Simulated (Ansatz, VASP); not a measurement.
# One calculation of BN, two programs

```
B N
1.0
     0.00000    1.79055    1.79055
     1.79055    0.00000    1.79055
     1.79055    1.79055    0.00000
B N
1 1
Direct
  0.00000 0.00000 0.00000
  0.75000 0.75000 0.75000
```

Alike in both runs: functional LDA; k mesh 10 × 10 × 10; occupations gaussian, width 0.1 eV; no spin polarisation.

Ansatz relaxed the structure, and its values are those at the end. VASP's run is a single point on that final structure, the one shown.

|  | VASP | Ansatz |
| --- | --- | --- |
| version | VASP 6.6.1 | Ansatz 0.2.0 |
| potentials or method | VASP PAW LDA potentials, release 64 (B, N), cutoff 600 eV | scalar-relativistic, plane waves, PAW |
| valence electrons in the cell | 8 | 8 |

```tsv
	VASP	Ansatz	Ansatz less VASP
gap on the k mesh at the Fermi level (eV)	4.38	4.39	+0.014
least direct gap on the mesh (eV)	8.82	8.83	+0.010
pressure (GPa)	0.6	-0.2	-0.78
```

LDA's correlation is that of Perdew and Zunger in VASP and of Perdew and Wang (1992) in Ansatz.
